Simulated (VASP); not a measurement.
# Si (Fd-3m) in VASP: single point with PBE

Aim: the single point of Si with PBE.

Program: VASP 6.6.1. These are calculated values, not measurements. Logs are shortened: lines on timing, memory, paths and dates and some standing lists are left out, and cuts for length are marked.

**1. The cell of the first run**

The structure is cubic, space group Fd-3m (No. 227). The conventional cell has a = 5.471 Å, b = 5.471 Å, c = 5.471 Å, α = 90.00°, β = 90.00°, γ = 90.00°. Within 3.1 Å of Si (site symmetry -43m) lie 4 Si at 2.37 Å.

**2. Single point, PBE**

Contents of INCAR:

```
SYSTEM = Si
PREC     = Accurate       ! precision mode
ENCUT    = 500            ! plane-wave cutoff, eV
EDIFF    = 1E-6           ! SCF threshold, eV
ISMEAR   = -1             ! smearing method
SIGMA    = 0.02           ! smearing width, eV
LREAL    = .False.        ! projectors in reciprocal space
LASPH    = .True.         ! aspherical terms in the spheres
NELM     = 120            ! most SCF steps
ALGO     = Normal         ! electronic algorithm
ISIF     = 2              ! what is computed and relaxed
LWAVE    = .False.        ! write WAVECAR
LCHARG   = .True.         ! write CHGCAR
GGA      = PE             ! functional
LELF     = .True.         ! ELF
LVHAR    = .True.       
NBANDS   = 16             ! bands
GGA_COMPAT= .False.
```

Contents of KPOINTS:

```
Automatic mesh
0
Gamma
  7 7 5
  0 0 0
```

Contents of POSCAR:

```
Si
1.0
    2.7354715901      2.7354715901      0.0000000000
   -2.7354715901      2.7354715901      0.0000000000
    0.0000000000      0.0000000000      5.4709431802
Si
4
Direct
    0.2500000000      0.5000000000      0.3750000000
    0.7500000000      0.0000000000      0.8750000000
    0.2500000000      0.0000000000      0.1250000000
    0.7500000000      0.5000000000      0.6250000000
```

Potentials or basis: VASP PAW PBE potentials, release 64 (Si).

Started as:

```
$ cat potpaw_PBE.64/Si/POTCAR > POTCAR
$ mpirun -np 1 vasp_std > vasp.out
```

OUTCAR:

```text
SYSTEM = Si
   PREC = Accurate
   ENCUT = 500
   EDIFF = 1E-6
   ISMEAR = -1
   LREAL = .False.
   LASPH = .True.
   NELM = 120
   ISIF = 2
   GGA = PE

 ion  position               nearest neighbor table
   1  0.250  0.500  0.375-   3 2.37   4 2.37   3 2.37   4 2.37
   2  0.750  0.000  0.875-   3 2.37   4 2.37   4 2.37   3 2.37
   3  0.250  0.000  0.125-   1 2.37   2 2.37   1 2.37   2 2.37
   4  0.750  0.500  0.625-   1 2.37   2 2.37   2 2.37   1 2.37

  LATTYP: Found a simple tetragonal cell.
 ALAT       =     3.8685410222
 C/A-ratio  =     1.4142135624

  Lattice vectors:

 A1 = (   2.7354715901,   2.7354715901,   0.0000000000)
 A2 = (  -2.7354715901,   2.7354715901,   0.0000000000)
 A3 = (   0.0000000000,   0.0000000000,   5.4709431802)

Analysis of symmetry for initial positions (statically):
=====================================================================
 Subroutine PRICEL returns following result:

  LATTYP: Found a face centered cubic cell.
 ALAT       =     5.4709431802

  Lattice vectors:

 A1 = (   0.0000000000,  -2.7354715901,  -2.7354715901)
 A2 = (   2.7354715901,   0.0000000000,  -2.7354715901)
 A3 = (   2.7354715901,  -2.7354715901,  -0.0000000000)

   2 primitive cells build up your supercell.

 Routine SETGRP: Setting up the symmetry group for a
 simple tetragonal supercell.

 Subroutine GETGRP returns: Found 16 space group operations
 (whereof  4 operations were pure point group operations)
 out of a pool of 16 trial point group operations.

The static configuration has the point symmetry C_2h.
 The point group associated with its full space group is D_4h.

Analysis of symmetry for dynamics (positions and initial velocities):
=====================================================================
 Subroutine PRICEL returns following result:

  LATTYP: Found a face centered cubic cell.
 ALAT       =     5.4709431802

  Lattice vectors:

 A1 = (   0.0000000000,  -2.7354715901,  -2.7354715901)
 A2 = (   2.7354715901,   0.0000000000,  -2.7354715901)
 A3 = (   2.7354715901,  -2.7354715901,  -0.0000000000)

   2 primitive cells build up your supercell.

 Routine SETGRP: Setting up the symmetry group for a
 simple tetragonal supercell.

 Subroutine GETGRP returns: Found 16 space group operations
 (whereof  4 operations were pure point group operations)
 out of a pool of 16 trial point group operations.

The dynamic configuration has the point symmetry C_2h.
 The point group associated with its full space group is D_4h.

 Subroutine INISYM returns: Found 16 space group operations
 (whereof  4 operations are pure point group operations),
 and found     2 'primitive' translations

----------------------------------------------------------------------------------------

                                     Primitive cell

  volume of cell :      40.9380

  direct lattice vectors                    reciprocal lattice vectors
     0.000000000 -2.735471590 -2.735471590    -0.182783839 -0.182783839 -0.182783839
     2.735471590  0.000000000 -2.735471590     0.182783839  0.182783839 -0.182783839
     2.735471590 -2.735471590 -0.000000000     0.182783839 -0.182783839  0.182783839

  length of vectors
     3.868541022  3.868541022  3.868541022     0.316590897  0.316590897  0.316590897

  position of ions in fractional coordinates (direct lattice)
     0.375000000  0.875000000  0.875000000
     0.625000000  0.125000000  0.125000000

  ion indices of the primitive-cell ions
   primitive index   ion index
                 1           1
                 2           3

----------------------------------------------------------------------------------------

 KPOINTS: Automatic mesh

Automatic generation of k-mesh.
 Grid dimensions read from file:
 generate k-points for:    7    7    5

 Generating k-lattice:

  Cartesian coordinates                     Fractional coordinates (reciprocal lattice)
     0.026111977  0.026111977  0.000000000     0.142857143  0.000000000  0.000000000
    -0.026111977  0.026111977  0.000000000     0.000000000  0.142857143  0.000000000
     0.000000000  0.000000000  0.036556768     0.000000000  0.000000000  0.200000000

  Length of vectors
     0.036927912  0.036927912  0.036556768

  Shift w.r.t. Gamma in fractional coordinates (k-lattice)
     0.000000000  0.000000000  0.000000000

 Subroutine IBZKPT returns following result:
 ===========================================

 Found     30 irreducible k-points:

 Following reciprocal coordinates:
            Coordinates               Weight
  0.000000  0.000000  0.000000      1.000000
  0.142857  0.000000  0.000000      4.000000
  0.285714  0.000000  0.000000      4.000000
  0.428571  0.000000  0.000000      4.000000
  0.142857  0.142857  0.000000      4.000000
  0.285714  0.142857  0.000000      8.000000
[... 16 lines left out ...]
  0.285714  0.000000  0.400000      8.000000
  0.428571  0.000000  0.400000      8.000000
 [... further k-points ...]
   k-points           NKPTS =     30   k-points in BZ     NKDIM =     30   number of bands    NBANDS=     16
   number of dos      NEDOS =    301   number of ions     NIONS =      4
   total plane-waves  NPLWV =  31360
   dimension x,y,z NGX =    28 NGY =   28 NGZ =   40
   dimension x,y,z NGXF=    56 NGYF=   56 NGZF=   80
   ions per type =               4
   NGX,Y,Z   is equivalent  to a cutoff of  12.03, 12.03, 12.15 a.u.
   NGXF,Y,Z  is equivalent  to a cutoff of  24.07, 24.07, 24.31 a.u.
 SYSTEM =  Si
   PREC   = accura    normal or accurate (medium, high low for compatibility)
   ISTART =      0    job   : 0-new  1-cont  2-samecut
   ICHARG =      2    charge: 1-file 2-atom 10-const
   ISPIN  =      1    spin polarized calculation?
   LNONCOLLINEAR =      F non collinear calculations
   LSORBIT =      F    spin-orbit coupling
   LASPH  =      T    aspherical Exc in radial PAW
   ENCUT  =  500.0 eV  36.75 Ry    6.06 a.u.   7.05  7.05  9.97*2*pi/ulx,y,z
   NELM   =    120;   NELMIN=  2; NELMDL= -5     # of ELM steps
   EDIFF  = 0.1E-05   stopping-criterion for ELM
   LREAL  =      F    real-space projection
   EDIFFG = 0.1E-04   stopping-criterion for IOM
   NSW    =      0    number of steps for IOM
   IBRION =     -1    ionic relax: 0-MD 1-quasi-New 2-CG
   NFREE  =      0    steps in history (QN), initial steepest desc. (CG)
   ISIF   =      2    stress and relaxation
   ISYM   =      2    0-nonsym 1-usesym 2-fastsym
   POTIM  = 0.5000    time-step for ionic-motion
   TEBEG  =    0.0;   TEEND  =   0.0 temperature during run
   PSTRESS=    0.0 pullay stress
   NELECT =      16.0000    total number of electrons
   NUPDOWN=      -1.0000    fix difference up-down
   EMIN   =  10.00;   EMAX   =-10.00  energy-range for DOS
   EFERMI =   0.00;   METHOD = LEGACY
   ISMEAR =    -1;   SIGMA  =   0.02  broadening in eV -4-tet -1-fermi 0-gaus
   EFERMI_NEDOS =   21; number of points for ismear=-14 and -15
   IALGO  =     38    algorithm
   IMIX   =      4    mixing-type and parameters
     AMIX     =   0.40;   BMIX     =  1.00
     AMIX_MAG =   1.60;   BMIX_MAG =  1.00
  volume/ion in A,a.u.               =      20.47       138.13
  Fermi-wavevector in a.u.,A,eV,Ry     =   0.950012  1.795263 12.279579  0.902524
  Thomas-Fermi vector in A             =   2.078349
   LORBIT       =      0    0 simple, 1 ext, 2 COOP (PROOUT), +10 PAW based schemes
   GGA     = PE    functional components
   LHFCALC =     F    Hartree Fock is set to
   AEXX    =    0.0000 exact exchange contribution
   IVDW    =     0    specifies the selected vdW correction
   LEPSILON=     F    determine dielectric tensor
   LRPA    =     F    only Hartree local field effects (RPA)
 non-spin polarized calculation
  energy-cutoff  :      500.00
  volume of cell :       81.88
 maximum number of plane-waves:      2090
   NGX = 15   NGY = 15   NGZ = 19

 number of electron      15.9999996 magnetization

 Free energy of the ion-electron system (eV)
  ---------------------------------------------------
  ext. energy  EPLUGINS =         0.00000000
  ---------------------------------------------------
  free energy    TOTEN  =       -21.69340032 eV

  energy without entropy =      -21.69340032  energy(sigma->0) =      -21.69340032

 E-fermi :   5.9059     XC(G=0):  -9.3222

 val. band max:        5.6049096982   @ k =   0.0000   0.0000   0.0000
 cond. band min:       6.2183711319   @ k =   0.4286   0.4286   0.0000
 fundamental gap:      0.6134614338
 Fermi energy:         5.9058623586

 k-point     1 :       0.0000    0.0000    0.0000
  band No.  band energies     occupation
      1      -6.2018      2.00000
      2      -2.1376      2.00000
      3      -2.1376      2.00000
      4       2.8139      2.00000
      5       2.8139      2.00000
      6       5.6047      2.00000
[... 8 lines left out ...]
     15      13.3131      0.00000
     16      13.3135      0.00000

 k-point     2 :       0.1429    0.0000    0.0000
  band No.  band energies     occupation
      1      -6.0271      2.00000
      2      -2.2362      2.00000
      3      -1.9472      2.00000
      4       2.0248      2.00000
      5       2.9531      2.00000
      6       4.3263      2.00000
[... 8 lines left out ...]
     15      12.5977      0.00000
     16      13.1643      0.00000

 k-point     3 :       0.2857    0.0000    0.0000
  band No.  band energies     occupation
      1      -5.5127      2.00000
      2      -2.7270      2.00000
      3      -1.3782      2.00000
      4       1.3201      2.00000
      5       2.4824      2.00000
      6       3.3546      2.00000
[... 8 lines left out ...]
     15      11.8283      0.00000
     16      12.5540      0.00000
[... 362 lines left out ...]
 k-point    23 :       0.2857    0.0000    0.4000
  band No.  band energies     occupation
      1      -4.8858      2.00000
      2      -4.1513      2.00000
      3      -0.3789      2.00000
      4       0.4976      2.00000
      5       3.1911      2.00000
      6       3.8657      2.00000
[... 8 lines left out ...]
     15      11.2326      0.00000
     16      12.2501      0.00000

 k-point    24 :       0.4286    0.0000    0.4000
  band No.  band energies     occupation
      1      -4.2310      2.00000
      2      -3.8531      2.00000
      3      -1.2022      2.00000
      4      -0.7907      2.00000
      5       3.7994      2.00000
      6       4.2632      2.00000
[... 8 lines left out ...]
     15      13.3813      0.00000
     16      13.5334      0.00000

 [... further k-points ...]

------------------------ aborting loop because EDIFF is reached ----------------------------------------

  FORCE on cell =-STRESS in cart. coord.  units (eV):
  Direction    XX          YY          ZZ          XY          YZ          ZX
  --------------------------------------------------------------------------------------
  -------------------------------------------------------------------------------------
  Total       -0.0338377     -0.0338377     -0.0910600      0.0000000      0.0000000      0.0000000
  in kB       -0.6621468     -0.6621468     -1.7818928      0.0000000      0.0000000      0.0000000
  external PRESSURE =      -1.0353954 kB  Pullay stress =       0.0000000 kB

 VOLUME and BASIS-vectors are now :
 -----------------------------------------------------------------------------
  energy-cutoff  :      500.00
  volume of cell :       81.88
      direct lattice vectors                 reciprocal lattice vectors
     2.735471590  2.735471590  0.000000000     0.182783839  0.182783839  0.000000000
    -2.735471590  2.735471590  0.000000000    -0.182783839  0.182783839  0.000000000
     0.000000000  0.000000000  5.470943180     0.000000000  0.000000000  0.182783839

 POSITION                                       TOTAL-FORCE (eV/Angst)
 -----------------------------------------------------------------------------------
     -0.68387      2.05160      2.05160        -0.000000     -0.000000     -0.000000
      2.05160      2.05160      4.78708        -0.000000      0.000000     -0.000000
      0.68387      0.68387      0.68387         0.000000      0.000000     -0.000000
      0.68387      3.41934      3.41934         0.000000      0.000000      0.000000
 -----------------------------------------------------------------------------------
    total drift:                               -0.000000      0.000000     -0.000000

  FREE ENERGIE OF THE ION-ELECTRON SYSTEM (eV)
  ---------------------------------------------------
  free  energy   TOTEN  =       -21.6934003204 eV

  energy  without entropy=      -21.6934003156  energy(sigma->0) =      -21.69340032
```

It took 36 s on 1 thread of Intel Xeon 8259CL, shared host; peak memory 0.18 GiB.

What came out:

```yaml
Free_energy: -21.6934 eV
Pressure: -0.1 GPa
Band_gap_on_the_k_mesh: 0.61 eV
```

Caveat: an odd mesh through Γ misses points on the zone boundary, where band edges can lie.
